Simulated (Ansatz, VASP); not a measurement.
# One calculation of Sc, two programs

Contents of POSCAR:

```
Sc
1.0
    3.3289241528      0.0000000000      0.0000000000
   -1.6644620764      2.8829328836      0.0000000000
    0.0000000000      0.0000000000      5.2034006437
Sc
2
Direct
    0.3333333333      0.6666666667      0.2500000000
    0.6666666667      0.3333333333      0.7500000000
```

File INCAR.step1:

```
SYSTEM = Sc
ALGO = Normal
EDIFF = 1E-4
ENCUT = 520
GGA = PE
ISMEAR = -1
LASPH = .True.
LCHARG = .False.
LREAL = .False.
LWAVE = .True.
NBANDS = 18
NELM = 100
PREC = Accurate
SIGMA = 0.08
```

The input INCAR.step2:

```
SYSTEM = Sc
ALGO = Normal
EDIFF = 1E-6
ENCUT = 520
ISIF = 2
ISMEAR = -1
ISTART = 1
LASPH = .True.
LCHARG = .True.
LELF = .True.
LMIXTAU = .True.
LREAL = .False.
LVHAR = .True.
LWAVE = .False.
METAGGA = R2SCAN
NBANDS = 18
NELM = 100
PREC = Accurate
SIGMA = 0.08
```

Contents of KPOINTS:

```
k-points
0
Gamma
  14 14 8
  0 0 0
```

Input for Ansatz:

```yaml
crystal:
  lattice:
    - [3.32892415285, 0.0, 0.0]
    - [-1.66446207643, 2.88293288364, 0.0]
    - [0.0, 0.0, 5.2034006437]
  atoms:
    - { symbol: Sc, position: [0.333333333333, 0.666666666667, 0.25] }
    - { symbol: Sc, position: [0.666666666667, 0.333333333333, 0.75] }
kpoints:
  mp_grid: { grid: [14, 14, 8] }
scf:
  occupations: { method: fermi_dirac, width: 0.08 }
hamiltonian:
  xc: r2scan
  pseudopotentials: { kind: paw }
output:
  forces: true
  stress: true
  eigenvalues: true
  eigenstates:
    nscf_kmesh: { grid: [20, 20, 12] }
    de_dk: true
    e_range: [-14, 14]
  optics:
    e_range: [0, 30]
    de: 0.2
    sigma: 0.1
    bands: { spectra_wanted_up_to: 30 }
    nscf_kmesh: { grid: [20, 20, 12] }
    drude_damping: 0.1
checkpoint:
  write: ck
  write_wavefunctions: false
```

Alike in both runs: task single point; functional r2SCAN; k mesh 14 × 14 × 8; occupations fermi-dirac, width 0.08 eV; no spin polarisation.

|  | VASP | Ansatz |
| --- | --- | --- |
| version | VASP 6.6.1 | Ansatz 0.2.0 |
| potentials or method | VASP PAW PBE potentials, release 64 (Sc_sv) | PAW with Ansatz's default frozen-core files, scalar-relativistic |
| plane-wave cutoff (eV) | 520 | 500 |
| valence electrons in the cell | 22 | 22 |

Ansatz gave:

```
pressure (GPa) : 0.0
```

Question: Estimate VASP's values.

Answer: Pressure (GPa): 0.2.

VASP's potentials were made for PBE, not for r2SCAN. The functional is the same, so the differences come from potentials, cutoffs and numerics. Ansatz's warnings: optics on partly filled bands.
